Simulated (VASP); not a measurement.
Wanted: the native input for a VASP 6.6.1 run.

```yaml
Task: single point
Functional: PBE
Potentials_or_basis: VASP PAW PBE potentials, release 64 (Cd, Se)
Cutoff: 520 eV
k_mesh: 12 × 12 × 12
Occupations: fermi-dirac, width 0.08 eV
Spin: no spin polarisation
Dipole_correction: no
Further_INCAR_settings: ALGO = Normal; EDIFF = 1e-06; NBANDS = 16
```

The structure of CdSe (rocksalt type) lies in POSCAR:

```
CdSe
1.0
    0.0000000000      2.8692971209      2.8692971209
    2.8692971209      0.0000000000      2.8692971209
    2.8692971209      2.8692971209      0.0000000000
Cd Se
1 1
Direct
    0.0000000000      0.0000000000      0.0000000000
    0.5000000000      0.5000000000      0.5000000000
```

These files were run (other wordings do the same):

INCAR

```
  PREC = Accurate
  ENCUT = 520
  EDIFF = 1E-6
  ISMEAR = -1
  SIGMA = 0.08
  LREAL = F
  LASPH = T
  NELM = 80
  ALGO = Normal
  ISIF = 2
  LWAVE = F
  LCHARG = F
  GGA = PE
  NBANDS = 16
```

KPOINTS

```
Automatic mesh
0
Gamma
  12 12 12
```

Potentials or basis: VASP PAW PBE potentials, release 64 (Cd, Se).

Launch:

```bash
$ cat potpaw_PBE.64/Cd/POTCAR potpaw_PBE.64/Se/POTCAR > POTCAR
$ mpirun -np 1 vasp_std > vasp.out
```

Results of the run:

```
Pressure               : 0.3 GPa
Band gap on the k mesh : zero (bands 9 and 10 overlap by 0.43 eV)
```

Caveat: semilocal functionals underestimate gaps, so a narrow gap can read as zero.

Wall time 22 s on 1 thread of Intel(R) Xeon(R) Platinum 8559C (Emerald Rapids) (shared host), peak memory 0.2 GiB.
